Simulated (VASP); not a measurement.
# Au in VASP: notebook, part 2 of 2

VASP 6.6.1. The steps go on from the part before.

## 3. Single point, PBE

This run uses another cell than the first one, of 19.39 Å³/atom, 1.051 times its volume.

Contents of INCAR:

```
SYSTEM = Au
  ALGO = Fast
  EDIFF = 1E-7
  ENCUT = 520
  GGA = PE
  ISIF = 2
  ISMEAR = 0
  LASPH = .TRUE.
  LCHARG = .FALSE.
  LREAL = .FALSE.
  LWAVE = .FALSE.
  NBANDS = 12
  NELM = 80
  PREC = Accurate
  SIGMA = 0.1
```

Contents of KPOINTS:

```
k-points
0
G
  9 9 6
  0 0 0
```

Contents of POSCAR:

```
Au
1.0
    2.8394863025      0.0000000000      0.0000000000
   -1.4197431513      2.4590672717      0.0000000000
    0.0000000000      0.0000000000      2.7762772587
Au
1
Direct
    0.0000000000      0.0000000000      0.0000000000
```

Potentials or basis: VASP PAW PBE potentials, release 64 (Au).

On the command line:

```bash
> cat potpaw_PBE.64/Au/POTCAR > POTCAR
> mpirun -np 1 vasp_std > vasp.out
```

OUTCAR:

```text
SYSTEM = Au
   EDIFF = 1E-7
   ENCUT = 520
   GGA = PE
   ISIF = 2
   ISMEAR = 0
   LASPH = .TRUE.
   LREAL = .FALSE.
   NELM = 80
   PREC = Accurate

 ion  position               nearest neighbor table
   1  0.000  0.000  0.000-

  LATTYP: Found a hexagonal cell.
 ALAT       =     2.8394863025
 C/A-ratio  =     0.9777392679

  Lattice vectors:

 A1 = (   2.8394863025,   0.0000000000,   0.0000000000)
[... 541 lines left out ...]
     11      26.7913      0.00000
     12      33.1479      0.00000

 [... further k-points ...]

------------------------ aborting loop because EDIFF is reached ----------------------------------------

  FORCE on cell =-STRESS in cart. coord.  units (eV):
  Direction    XX          YY          ZZ          XY          YZ          ZX
  --------------------------------------------------------------------------------------
  -------------------------------------------------------------------------------------
  Total       -0.0189547     -0.0189547     -0.0208488      0.0000000      0.0000000      0.0000000
  in kB       -1.5665873     -1.5665873     -1.7231327      0.0000000      0.0000000      0.0000000
  external PRESSURE =      -1.6187691 kB  Pullay stress =       0.0000000 kB

 VOLUME and BASIS-vectors are now :
 -----------------------------------------------------------------------------
  energy-cutoff  :      520.00
  volume of cell :       19.39
      direct lattice vectors                 reciprocal lattice vectors
     2.839486303  0.000000000  0.000000000     0.352176378  0.203329126  0.000000000
    -1.419743151  2.459067272  0.000000000     0.000000000  0.406658253  0.000000000
     0.000000000  0.000000000  2.776277259     0.000000000  0.000000000  0.360194572

 POSITION                                       TOTAL-FORCE (eV/Angst)
 -----------------------------------------------------------------------------------
      0.00000      0.00000      0.00000        -0.000000      0.000000      0.000000
 -----------------------------------------------------------------------------------
    total drift:                                0.000000      0.000000      0.000000

  FREE ENERGIE OF THE ION-ELECTRON SYSTEM (eV)
  ---------------------------------------------------
  free  energy   TOTEN  =        -3.1599445070 eV

  energy  without entropy=       -3.1575589343  energy(sigma->0) =       -3.15875172
```

stdout:

```text
POSCAR found type information on POSCAR Au
 POSCAR found :  1 types and       1 ions
 scaLAPACK will be used
 LDA part: xc-table for (Slater+PW92), standard interpolation
 POSCAR, INCAR and KPOINTS ok, starting setup
 FFT: planning ... GRIDC
 FFT: planning ... GRID_SOFT
 FFT: planning ... GRID
 WAVECAR not read
 entering main loop
```

Run time: 6.4 s. Hardware: 1 thread of Intel Xeon 6975P-C (Granite Rapids), shared host; peak memory 0.14 GiB.

Results:

```
Free energy : -3.1599 eV
Pressure    : -0.2 GPa
```

Caveat: the k points lie up to 0.38 Å⁻¹ apart; spin-orbit coupling is left out, which moves the levels of the heavy elements.

## 4. Single point, PBE

This run uses another cell than the first one, of 19.25 Å³/atom, 1.044 times its volume.

Contents of INCAR:

```
SYSTEM = Au
PREC = Accurate
ENCUT = 520
EDIFF = 1E-6
ISMEAR = 0
SIGMA = 0.1
LREAL = .False.
LASPH = .True.
NELM = 60
ALGO = Normal
ISIF = 2
LWAVE = .False.
LCHARG = .False.
GGA = PE
NBANDS = 12
```

Contents of KPOINTS:

```
Automatic mesh
0
Gamma
  8 8 6
  0 0 0
```

Contents of POSCAR:

```
Au
1.0
    1.4065978530     -2.4359206492      0.0000000000
    1.4065978530      2.4359206492      0.0000000000
    0.0000000000      0.0000000000      2.8087429550
Au
1
Direct
    0.0000000000      0.0000000000      0.0000000000
```

On the command line:

```bash
> cat potpaw_PBE.64/Au/POTCAR > POTCAR
> mpirun -np 1 vasp_std > vasp.out
```

Wall time 5.9 s (1 thread of Intel Xeon 6975P-C (Granite Rapids), shared host); peak memory 0.15 GiB.

Results (log left out):

- Free energy: -3.1845 eV
- Pressure: -0.4 GPa

Stress tensor (GPa, compression positive):
```
-0.45  0.00  0.00
 0.00 -0.42  0.00
 0.00  0.00 -0.29
```

Levels at points of the mesh, in eV from the Fermi level:
| k point | band 3 | band 4 | band 5 | band 6 | band 7 | band 8 |
| --- | --- | --- | --- | --- | --- | --- |
| (0.00, 0.00, 0.00) | -4.26 | -4.26 | -1.82 | -1.82 | 12.13 | 15.32 |
| (0.50, 0.00, 0.00) | -3.54 | -2.19 | -1.37 | -0.26 | 3.00 | 12.13 |
| (0.50, 0.50, 0.00) | -3.54 | -2.19 | -1.37 | -0.25 | 3.00 | 12.12 |
| (0.00, 0.00, 0.50) | -4.03 | -2.92 | -2.91 | -1.27 | 1.11 | 17.59 |
| (0.50, 0.00, 0.50) | -3.50 | -1.28 | -0.94 | 3.68 | 4.63 | 7.45 |
| (0.50, 0.50, 0.50) | -3.50 | -1.28 | -0.94 | 3.69 | 4.63 | 7.45 |

Caveat: the k points lie up to 0.37 Å⁻¹ apart; spin-orbit coupling is left out, which moves the levels of the heavy elements.

## 5. Relaxation of cell and atoms, PBE

Contents of INCAR:

```
ALGO = Fast ; EDIFF = 1E-6
EDIFFG = -0.04 ; ENCUT = 600
GGA = PE ; IBRION = 2
ISIF = 3 ; ISMEAR = 0
LASPH = T ; LCHARG = F
LREAL = F ; LWAVE = F
NELM = 80 ; NSW = 90
PREC = Accurate ; SIGMA = 0.1
```

Contents of KPOINTS:

```
k-points
0
Gamma
  9 9 6
```

Contents of POSCAR:

```
Au
1.0
    2.8352074559      0.0000000000      0.0000000000
   -1.4176037280      2.4553616818      0.0000000000
    0.0000000000      0.0000000000      2.6491469666
Au
1
Direct
    0.0000000000      0.0000000000      0.0000000000
```

On the command line:

```bash
> cat potpaw_PBE.64/Au/POTCAR > POTCAR
> mpirun -np 1 vasp_std > vasp.out
```

Wall time 18 s (1 thread of Intel Xeon 6975P-C (Granite Rapids), shared host); peak memory 0.15 GiB.

The run converged. Its results:

| Quantity | Value |
| --- | --- |
| Free energy | -3.1596 eV |
| Relaxed volume | 19.33 Å³/atom |
| Relaxed cell | a = 2.838 Å, b = 2.838 Å, c = 2.771 Å, α = 90.00°, β = 90.00°, γ = 120.00° |
| Space group after relaxing (to 0.05 Å) | P6/mmm (No. 191) |
| Energy gained by relaxing | 42.9 meV/atom |
| Ionic steps | 7 |
| Pressure after relaxing | 0.1 GPa |

Stress tensor (GPa, compression positive):
```
0.02 0.00 0.00
0.00 0.02 0.00
0.00 0.00 0.31
```

Step by step:
```csv
step,energy change (eV),largest force (eV/Å),pressure (GPa),volume (Å³)
1,0.0000,0.0000,7.41,18.44
2,-0.0041,0.0000,-6.38,20.77
3,-0.0420,0.0000,-0.93,19.53
4,-0.0420,0.0000,-0.86,19.50
5,-0.0420,0.0000,-0.73,19.48
6,-0.0427,0.0000,0.61,19.27
7,-0.0429,0.0000,0.12,19.33
```

Final structure:
```
CELL_PARAMETERS angstrom
2.83836 0.00000 0.00000
-1.41918 2.45809 0.00000
0.00000 0.00000 2.77119
ATOMIC_POSITIONS crystal
Au 0.00000 0.00000 0.00000
```

Levels at points of the mesh, in eV from the Fermi level:
| k point | band 3 | band 4 | band 5 | band 6 | band 7 | band 8 |
| --- | --- | --- | --- | --- | --- | --- |
| (0.00, 0.00, 0.00) | -3.95 | -3.95 | -1.55 | -1.55 | 12.89 | 15.38 |
| (0.00, 0.00, 0.50) | -3.69 | -2.78 | -2.78 | -0.97 | 1.65 | 17.85 |

Caveat: the k points lie up to 0.38 Å⁻¹ apart in the final cell; spin-orbit coupling is left out, which moves the levels of the heavy elements.

## 6. Overview

```tsv
task	cell	k mesh	cutoff (eV)	gap on the mesh (eV)	pressure (GPa)
single point	a = 2.835, b = 2.835, c = 2.649 Å, angles 90.0, 90.0, 120.0°, 1 atom	9 × 9 × 6	520	none	7.3
single point	a = 2.839, b = 2.839, c = 2.776 Å, angles 90.0, 90.0, 120.0°, 1 atom	9 × 9 × 6	520	none	-0.2
single point	a = 2.813, b = 2.813, c = 2.809 Å, angles 90.0, 90.0, 120.0°, 1 atom	8 × 8 × 6	520	none	-0.4
relaxation of cell and atoms	relaxed from a = 2.835, b = 2.835, c = 2.649 Å, angles 90.0, 90.0, 120.0°, 1 atom	9 × 9 × 6	600	none	0.1
```

Alike in all rows: level PBE; potentials or basis VASP PAW PBE potentials, release 64 (Au); no spin polarisation; smearing gaussian 0.1 eV.

Caveats: all runs use coarse meshes; spin-orbit coupling is left out, which moves the levels of the heavy elements.

Total energies depend on the potentials used, so only differences within one code and one set of settings carry meaning.
